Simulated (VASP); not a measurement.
Here is a VASP 6.6.1 calculation.

Contents of INCAR:

```
PREC = Accurate
ENCUT = 520
EDIFF = 1E-7
ISMEAR = -1
SIGMA = 0.03
LREAL = F
LASPH = T
NELM = 80
ALGO = Normal
ISIF = 2
LWAVE = F
LCHARG = F
GGA = PE
NBANDS = 15
```

Contents of KPOINTS:

```
regular mesh
0
Gamma
  16 16 9
```

File POSCAR:

```
Os
1.0
    2.7301071571      0.0000000000      0.0000000000
   -1.3650535786      2.3643421531      0.0000000000
    0.0000000000      0.0000000000      4.3114694821
Os
2
Direct
    0.3333333333      0.6666666667      0.2500000000
    0.6666666667      0.3333333333      0.7500000000
```

Potentials or basis: VASP PAW PBE potentials, release 64 (Os).

Command:

```bash
$ cat potpaw_PBE.64/Os/POTCAR > POTCAR
$ mpirun -np 1 vasp_std > vasp.out
```

(1) Estimate the band gap on the k mesh.

(2) Predict the pressure.

Results:

(1) zero (band 8 reaches 11.60 eV, above the bottom of band 9 at 7.73 eV).

(2) 10.8 GPa.

Caveat: spin-orbit coupling is left out, which moves the levels of the heavy elements.
